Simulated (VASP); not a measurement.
Ba3Ir: single point with PBE

Ba3Ir:

```
Ba Ir
1.0
    -2.42190    2.42190    5.40996
     2.42190   -2.42190    5.40996
     2.42190    2.42190   -5.40996
Ba Ir
3 1
Direct
  0.50000 0.50000 0.00000
  0.25000 0.75000 0.50000
  0.75000 0.25000 0.50000
  0.00000 0.00000 0.00000
```

* Program: VASP 6.6.1
* Task: single point
* Functional: PBE
* Potentials or basis: VASP PAW PBE potentials, release 64 (Ba_sv, Ir)
* Cutoff: 520 eV
* k mesh: 6 × 6 × 6
* Occupations: gaussian, width 0.1 eV
* Spin: no spin polarisation
* Dipole correction: no
* Further INCAR settings: ALGO = Normal; EDIFF = 1e-06; NBANDS = 28

- Pressure: 2.9 GPa
- Band gap on the k mesh: zero (an odd number of electrons rules out a gap without spin polarisation)

Stress tensor (GPa, compression positive):
```
3.12 0.00 0.00
0.00 3.12 0.00
0.00 0.00 2.52
```

Levels at points of the mesh, in eV from the Fermi level:
| k point | band 17 | band 18 | band 19 | band 20 | band 21 | band 22 | band 23 | band 24 |
| --- | --- | --- | --- | --- | --- | --- | --- | --- |
| (0.00, 0.00, 0.00) | -1.55 | -1.23 | -1.23 | -0.11 | 0.28 | 0.76 | 0.76 | 2.39 |
| (0.50, 0.00, 0.00) | -1.00 | -0.97 | -0.79 | -0.13 | 0.19 | 0.26 | 1.51 | 1.66 |
| (0.50, 0.50, 0.00) | -1.24 | -0.92 | 0.00 | 0.41 | 0.67 | 0.78 | 1.01 | 2.21 |
| (0.50, 0.50, 0.50) | -2.05 | -1.70 | -1.12 | -0.29 | -0.12 | 1.16 | 1.16 | 1.64 |

Wall time 100 s on 1 thread of Intel(R) Xeon(R) Platinum 8488C (Sapphire Rapids) (shared host), peak memory 0.38 GiB.

Caveat: spin-orbit coupling is left out, which moves the levels of the heavy elements.
